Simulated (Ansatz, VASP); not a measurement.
CuO in VASP and in Ansatz

The input POSCAR:

```
CuO
1.0
    2.3418500000     -1.7113000000      0.0000000000
    2.3418500000      1.7113000000      0.0000000000
   -0.8500274268      0.0000000000      5.0578693947
Cu O
2 2
Direct
    0.5000000000      0.0000000000      0.5000000000
    0.0000000000      0.5000000000      0.0000000000
    0.4184000000      0.5816000000      0.7500000000
    0.5816000000      0.4184000000      0.2500000000
```

The input INCAR.step1:

```
PREC = Accurate ; ENCUT = 520
EDIFF = 1E-5 ; ISMEAR = -1
SIGMA = 0.05 ; LREAL = F
LASPH = T ; NELM = 100
ALGO = Normal ; ISIF = 2
LWAVE = T ; GGA = PE
NBANDS = 25 ; LUSENCCL = F
```

The input INCAR.step2:

```
PREC = Accurate ; ENCUT = 520
EDIFF = 1E-7 ; ISMEAR = -1
SIGMA = 0.05 ; LREAL = F
LASPH = T ; NELM = 100
ALGO = Normal ; ISIF = 2
LWAVE = F ; LCHARG = T
GGA = PE ; LHFCALC = T
AEXX = 0.1 ; HFSCREEN = 0.2078699
PRECFOCK = Normal ; LELF = T
LVHAR = T ; ISTART = 1
NBANDS = 25 ; LUSENCCL = F
```

File KPOINTS:

```
Automatic mesh
0
Gamma
  6 6 3
```

Contents of input.yaml:

```yaml
crystal:
  lattice:
    - [2.34185, -1.7113, 0.0]
    - [2.34185, 1.7113, 0.0]
    - [-0.8500274268, 0.0, 5.0578693947]
  atoms:
    - { symbol: Cu, position: [0.5, 0.0, 0.5] }
    - { symbol: Cu, position: [0.0, 0.5, 0.0] }
    - { symbol: O, position: [0.4184, 0.5816, 0.75] }
    - { symbol: O, position: [0.5816, 0.4184, 0.25] }
hamiltonian:
  xc:
    exchange: pbe
    correlation: pbe
    exx: { coeff: 0.1, omega: 0.2078699 }
  pseudopotentials: { kind: paw }
kpoints:
  mp_grid: { grid: [6, 6, 3] }
scf:
  occupations: { method: fermi_dirac, width: 0.05 }
output:
  forces: true
  stress: true
  eigenvalues: true
```

Alike in both runs: task single point; functional PBE-based screened hybrid; k mesh 6 × 6 × 3; occupations fermi-dirac, width 0.05 eV; no spin polarisation.

|  | VASP | Ansatz |
| --- | --- | --- |
| version | VASP 6.6.1 | Ansatz 0.2.0 |
| potentials or method | VASP PAW PBE potentials, release 64 (Cu, O) | Ansatz PAW |
| plane-wave cutoff (eV) | 520 | 420 |
| valence electrons in the cell | 34 | 50 |

```tsv
	VASP	Ansatz	Ansatz less VASP
gap on the k mesh at the Fermi level (eV)	none	none	-
pressure (GPa)	4.2	3.4	-0.74
traceless stress, the component that is largest in VASP (GPa)	-1.07	-0.98	+0.088
rms of the force components (eV/Å)	0.094	0.111	+0.0173
```

VASP's potentials were made for PBE, not for PBE-based screened hybrid. Atom by atom the forces differ by 0.017 eV/Å (rms over components). A gap of «none» marks a metal or a gap that the smearing closes. VASP's potentials hold 34 valence electrons a cell and Ansatz's 50, so a difference there can come from the potentials and not from the codes.

The k mesh is coarse, so the values compare programs but aren't converged.
